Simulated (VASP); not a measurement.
# Zn4SO3 (P-4m2) in VASP: relaxation of shape and atoms at fixed volume with PBE

Aim: the relaxation of shape and atoms at fixed volume of Zn4SO3 with PBE.

Program: VASP 6.6.1. These are calculated values, not measurements. Logs are shortened: lines on timing, memory, paths and dates and some standing lists are left out, and cuts for length are marked.

## (1) The cell of the first run

Symmetry: P-4m2, No. 115, tetragonal system. The conventional cell has a = 3.520 Å, b = 3.520 Å, c = 9.573 Å, α = 90.00°, β = 90.00°, γ = 90.00°. Within 2.8 Å of Zn (site symmetry 2mm) lie 2 O at 2.08 Å and 2 S at 2.33 Å. Zn (site symmetry 2mm) has 4 O at 2.06 Å within 2.7 Å. S (site symmetry -4m2) has 4 Zn at 2.33 Å within 3.1 Å. Within 2.7 Å of O (site symmetry 2mm) lie 4 Zn at 2.06 to 2.08 Å. O (site symmetry -4m2) has 4 Zn at 2.06 Å within 2.7 Å.

## (2) Relaxation of shape and atoms at fixed volume, PBE (14.82 Å³/atom)

Contents of INCAR:

```
PREC     = Accurate       # precision mode
ENCUT    = 600            # plane-wave cutoff, eV
EDIFF    = 1E-6           # SCF threshold, eV
ISMEAR   = 0              # smearing method
SIGMA    = 0.01           # smearing width, eV
LREAL    = F              # projectors in reciprocal space
LASPH    = T              # aspherical terms in the spheres
NELM     = 60             # most SCF steps
ALGO     = Normal         # electronic algorithm
ISIF     = 4              # what is computed and relaxed
LWAVE    = F              # write WAVECAR
LCHARG   = F              # write CHGCAR
GGA      = PE             # functional
IBRION   = 2              # ionic algorithm
NSW      = 50             # ionic steps
EDIFFG   = -0.01          # ionic threshold
```

Contents of KPOINTS:

```
regular mesh
0
Gamma
  10 10 4
```

Contents of POSCAR:

```
Zn4SO3
1.0
    3.5195234023      0.0000000000      0.0000000000
    0.0000000000      3.5195234023      0.0000000000
    0.0000000000      0.0000000000      9.5728452829
Zn S O
4 1 3
Direct
    0.5000000000      0.0000000000      0.6602574877
    0.0000000000      0.5000000000      0.8882293065
    0.5000000000      0.0000000000      0.1117706935
    0.0000000000      0.5000000000      0.3397425123
    0.5000000000      0.5000000000      0.5000000000
    0.0000000000      0.0000000000      0.7758471760
    0.5000000000      0.5000000000      0.0000000000
    0.0000000000      0.0000000000      0.2241528240
```

Potentials or basis: VASP PAW PBE potentials, release 64 (Zn, S, O).

Launch:

```bash
$ cat potpaw_PBE.64/Zn/POTCAR potpaw_PBE.64/S/POTCAR potpaw_PBE.64/O/POTCAR > POTCAR
$ mpirun -np 1 vasp_std > vasp.out
```

OUTCAR:

```text
PREC = Accurate
   ENCUT = 600
   EDIFF = 1E-6
   ISMEAR = 0
   LREAL = F
   LASPH = T
   NELM = 60
   ISIF = 4
   GGA = PE
   IBRION = 2
   NSW = 50
   EDIFFG = -0.01

 ion  position               nearest neighbor table
   1  0.500  0.000  0.660-   6 2.08   6 2.08   5 2.33   5 2.33
   2  0.000  0.500  0.888-   7 2.06   7 2.06   6 2.06   6 2.06
   3  0.500  0.000  0.112-   7 2.06   7 2.06   8 2.06   8 2.06
   4  0.000  0.500  0.340-   8 2.08   8 2.08   5 2.33   5 2.33
   5  0.500  0.500  0.500-   1 2.33   4 2.33   1 2.33   4 2.33
   6  0.000  0.000  0.776-   2 2.06   2 2.06   1 2.08   1 2.08
   7  0.500  0.500  0.000-   2 2.06   3 2.06   3 2.06   2 2.06
   8  0.000  0.000  0.224-   3 2.06   3 2.06   4 2.08   4 2.08

  LATTYP: Found a simple tetragonal cell.
 ALAT       =     3.5195234023
 C/A-ratio  =     2.7199265891

  Lattice vectors:

 A1 = (   3.5195234023,   0.0000000000,   0.0000000000)
 A2 = (   0.0000000000,   3.5195234023,   0.0000000000)
 A3 = (   0.0000000000,   0.0000000000,   9.5728452829)

Analysis of symmetry for initial positions (statically):
=====================================================================
 Subroutine PRICEL returns:
 Original cell was already a primitive cell.

 Routine SETGRP: Setting up the symmetry group for a
 simple tetragonal supercell.

 Subroutine GETGRP returns: Found  8 space group operations
 (whereof  8 operations were pure point group operations)
 out of a pool of 16 trial point group operations.

The static configuration has the point symmetry D_2d.

Analysis of symmetry for dynamics (positions and initial velocities):
=====================================================================
 Subroutine PRICEL returns:
 Original cell was already a primitive cell.

 Routine SETGRP: Setting up the symmetry group for a
 simple tetragonal supercell.

 Subroutine GETGRP returns: Found  8 space group operations
 (whereof  8 operations were pure point group operations)
 out of a pool of 16 trial point group operations.

The dynamic configuration has the point symmetry D_2d.

 Subroutine INISYM returns: Found  8 space group operations
 (whereof  8 operations are pure point group operations),
 and found     1 'primitive' translations

----------------------------------------------------------------------------------------

                                     Primitive cell

  volume of cell :     118.5793

  direct lattice vectors                    reciprocal lattice vectors
     3.519523402  0.000000000  0.000000000     0.284129379  0.000000000  0.000000000
     0.000000000  3.519523402  0.000000000     0.000000000  0.284129379  0.000000000
     0.000000000  0.000000000  9.572845283     0.000000000  0.000000000  0.104462150

  length of vectors
     3.519523402  3.519523402  9.572845283     0.284129379  0.284129379  0.104462150

  position of ions in fractional coordinates (direct lattice)
     0.500000000  0.000000000  0.660257488
     0.000000000  0.500000000  0.888229307
     0.500000000  0.000000000  0.111770693
     0.000000000  0.500000000  0.339742512
     0.500000000  0.500000000  0.500000000
     0.000000000  0.000000000  0.775847176
     0.500000000  0.500000000  0.000000000
     0.000000000  0.000000000  0.224152824

  ion indices of the primitive-cell ions
   primitive index   ion index
                 1           1
                 2           2
                 3           3
                 4           4
                 5           5
                 6           6
                 7           7
                 8           8

----------------------------------------------------------------------------------------

 KPOINTS: regular mesh

Automatic generation of k-mesh.
 Grid dimensions read from file:
 generate k-points for:   10   10    4

 Generating k-lattice:

  Cartesian coordinates                     Fractional coordinates (reciprocal lattice)
     0.028412938  0.000000000  0.000000000     0.100000000  0.000000000  0.000000000
     0.000000000  0.028412938  0.000000000     0.000000000  0.100000000  0.000000000
     0.000000000  0.000000000  0.026115538     0.000000000  0.000000000  0.250000000

  Length of vectors
     0.028412938  0.028412938  0.026115538

  Shift w.r.t. Gamma in fractional coordinates (k-lattice)
     0.000000000  0.000000000  0.000000000

 Subroutine IBZKPT returns following result:
 ===========================================

 Found     63 irreducible k-points:

 Following reciprocal coordinates:
            Coordinates               Weight
  0.000000  0.000000  0.000000      1.000000
  0.100000  0.000000  0.000000      4.000000
  0.200000  0.000000  0.000000      4.000000
  0.300000  0.000000  0.000000      4.000000
  0.400000  0.000000  0.000000      4.000000
  0.500000  0.000000  0.000000      2.000000
[... 16 lines left out ...]
  0.100000  0.000000  0.250000      8.000000
  0.200000  0.000000  0.250000      8.000000
 [... further k-points ...]
   k-points           NKPTS =     63   k-points in BZ     NKDIM =     63   number of bands    NBANDS=     43
   number of dos      NEDOS =    301   number of ions     NIONS =      8
   total plane-waves  NPLWV =  62720
   dimension x,y,z NGX =    28 NGY =   28 NGZ =   80
   dimension x,y,z NGXF=    56 NGYF=   56 NGZF=  160
   ions per type =               4   1   3
   NGX,Y,Z   is equivalent  to a cutoff of  13.23, 13.23, 13.89 a.u.
   NGXF,Y,Z  is equivalent  to a cutoff of  26.45, 26.45, 27.79 a.u.
 SYSTEM =  unknown system
   PREC   = accura    normal or accurate (medium, high low for compatibility)
   ISTART =      0    job   : 0-new  1-cont  2-samecut
   ICHARG =      2    charge: 1-file 2-atom 10-const
   ISPIN  =      1    spin polarized calculation?
   LNONCOLLINEAR =      F non collinear calculations
   LSORBIT =      F    spin-orbit coupling
   LASPH  =      T    aspherical Exc in radial PAW
   ENCUT  =  600.0 eV  44.10 Ry    6.64 a.u.   7.03  7.03 19.12*2*pi/ulx,y,z
   NELM   =     60;   NELMIN=  2; NELMDL= -5     # of ELM steps
   EDIFF  = 0.1E-05   stopping-criterion for ELM
   LREAL  =      F    real-space projection
   EDIFFG = -.1E-01   stopping-criterion for IOM
   NSW    =     50    number of steps for IOM
   IBRION =      2    ionic relax: 0-MD 1-quasi-New 2-CG
   NFREE  =      1    steps in history (QN), initial steepest desc. (CG)
   ISIF   =      4    stress and relaxation
   ISYM   =      2    0-nonsym 1-usesym 2-fastsym
   POTIM  = 0.5000    time-step for ionic-motion
   TEBEG  =    0.0;   TEEND  =   0.0 temperature during run
   PSTRESS=    0.0 pullay stress
   NELECT =      72.0000    total number of electrons
   NUPDOWN=      -1.0000    fix difference up-down
   EMIN   =  10.00;   EMAX   =-10.00  energy-range for DOS
   EFERMI =   0.00;   METHOD = LEGACY
   ISMEAR =     0;   SIGMA  =   0.01  broadening in eV -4-tet -1-fermi 0-gaus
   EFERMI_NEDOS =   21; number of points for ismear=-14 and -15
   IALGO  =     38    algorithm
   IMIX   =      4    mixing-type and parameters
     AMIX     =   0.40;   BMIX     =  1.00
     AMIX_MAG =   1.60;   BMIX_MAG =  1.00
  volume/ion in A,a.u.               =      14.82       100.03
  Fermi-wavevector in a.u.,A,eV,Ry     =   1.386275  2.619680 26.147113  1.921759
  Thomas-Fermi vector in A             =   2.510606
   LORBIT       =      0    0 simple, 1 ext, 2 COOP (PROOUT), +10 PAW based schemes
   GGA     = PE    functional components
   LHFCALC =     F    Hartree Fock is set to
   AEXX    =    0.0000 exact exchange contribution
   IVDW    =     0    specifies the selected vdW correction
   LEPSILON=     F    determine dielectric tensor
   LRPA    =     F    only Hartree local field effects (RPA)
 conjugate gradient relaxation of ions
 non-spin polarized calculation
 Gauss-broadening in eV      SIGMA  =   0.01
  energy-cutoff  :      600.00
  volume of cell :      118.58
 maximum number of plane-waves:      4012
   NGX = 15   NGY = 15   NGZ = 39

--------------------------------------- Ionic step        1  -------------------------------------------

 number of electron      72.0000060 magnetization

 Free energy of the ion-electron system (eV)
  ---------------------------------------------------
  ext. energy  EPLUGINS =         0.00000000
  ---------------------------------------------------
  free energy    TOTEN  =       -32.99423158 eV

  energy without entropy =      -32.99422560  energy(sigma->0) =      -32.99422859

------------------------ aborting loop because EDIFF is reached ----------------------------------------

  FORCE on cell =-STRESS in cart. coord.  units (eV):
  Direction    XX          YY          ZZ          XY          YZ          ZX
  --------------------------------------------------------------------------------------
  -------------------------------------------------------------------------------------
  Total       -3.9382890     -3.9382890     -3.8032003      0.0000000      0.0000000      0.0000000
  in kB      -53.2119789    -53.2119789    -51.3867359      0.0000000      0.0000000      0.0000000
  external PRESSURE =     -52.6035645 kB  Pullay stress =       0.0000000 kB
[... 279 lines left out ...]
  energy  without entropy=      -32.9948384006  energy(sigma->0) =      -32.99484248

--------------------------------------- Ionic step        8  -------------------------------------------

 number of electron      72.0000066 magnetization

 Free energy of the ion-electron system (eV)
  ---------------------------------------------------
  ext. energy  EPLUGINS =         0.00000000
  ---------------------------------------------------
  free energy    TOTEN  =       -32.99490167 eV

  energy without entropy =      -32.99489076  energy(sigma->0) =      -32.99489621

 E-fermi :   1.4499     XC(G=0): -10.1619

 val. band max:        1.4331289448   @ k =   0.5000   0.0000   0.0000
 cond. band min:       1.4605498792   @ k =   0.0000   0.0000   0.0000
 fundamental gap:      0.0274209344
 Fermi energy:         1.4499013920

 k-point     1 :       0.0000    0.0000    0.0000
  band No.  band energies     occupation
      1     -16.4378      2.00000
      2     -16.1361      2.00000
      3     -15.8783      2.00000
      4     -11.2346      2.00000
      5      -4.9825      2.00000
      6      -4.8531      2.00000
[... 1093 lines left out ...]
     42       8.3153      0.00000
     43       9.1686      0.00000

 [... further k-points ...]
[... 5 lines left out ...]
  --------------------------------------------------------------------------------------
  -------------------------------------------------------------------------------------
  Total       -3.8186231     -3.8186231     -3.8232350      0.0000000     -0.0000000     -0.0000000
  in kB      -51.5951191    -51.5951191    -51.6574330      0.0000000     -0.0000000     -0.0000000
  external PRESSURE =     -51.6158904 kB  Pullay stress =       0.0000000 kB
[... 23 lines left out ...]
  FREE ENERGIE OF THE ION-ELECTRON SYSTEM (eV)
  ---------------------------------------------------
  free  energy   TOTEN  =       -32.9949016713 eV

  energy  without entropy=      -32.9948907583  energy(sigma->0) =      -32.99489621

 reached required accuracy - stopping structural energy minimisation
```

Run time: 25 min. Hardware: 1 thread of Oxide Virtual Turin-like, shared host; peak memory 0.42 GiB.

What came out:

```
Free energy                  : -32.9949 eV
Energy gained by relaxing    : 0.1 meV/atom
Ionic steps                  : 8
Pressure after relaxing      : -5.2 GPa
Largest force after relaxing : 0.005 eV/Å
Band gap on the k mesh       : 0.03 eV (least direct gap 0.16 eV)
```

Forces in eV/Å, atoms in the order of the input:
```
Zn   0.000  0.000 -0.001
Zn   0.000  0.000 -0.005
Zn   0.000  0.000  0.005
Zn   0.000  0.000  0.001
S    0.000  0.000  0.000
O    0.000  0.000 -0.001
O    0.000  0.000  0.000
O    0.000  0.000  0.001
```

Step by step:
| step | energy change (eV) | largest force (eV/Å) | pressure (GPa) | volume (Å³) |
| --- | --- | --- | --- | --- |
| 1 | 0.0000 | 0.0465 | -5.26 | 118.58 |
| 2 | -0.0002 | 0.0237 | -5.21 | 118.58 |
| 3 | -0.0004 | 0.0270 | -5.21 | 118.58 |
| 4 | -0.0005 | 0.0131 | -5.18 | 118.58 |
| 5 | -0.0006 | 0.0172 | -5.17 | 118.58 |
| 6 | -0.0006 | 0.0289 | -5.19 | 118.58 |
| 7 | -0.0006 | 0.0220 | -5.19 | 118.58 |
| 8 | -0.0007 | 0.0050 | -5.16 | 118.58 |

Final structure:
```xyz
8
Lattice="3.5123 0.0000 0.0000 0.0000 3.5123 0.0000 0.0000 0.0000 9.6122" Properties=species:S:1:pos:R:3 pbc="T T T"
Zn    1.7562    0.0000    6.3392
Zn    3.5123    1.7562    8.5364
Zn    1.7562    3.5123    1.0759
Zn    3.5123    1.7562    3.2730
S     1.7562    1.7562    4.8061
O     0.0000    0.0000    7.4527
O     1.7562    1.7562    9.6122
O     0.0000    0.0000    2.1595
```

Caveat: semilocal functionals underestimate gaps, and a narrow one can read as zero. A k mesh can miss the band edges.
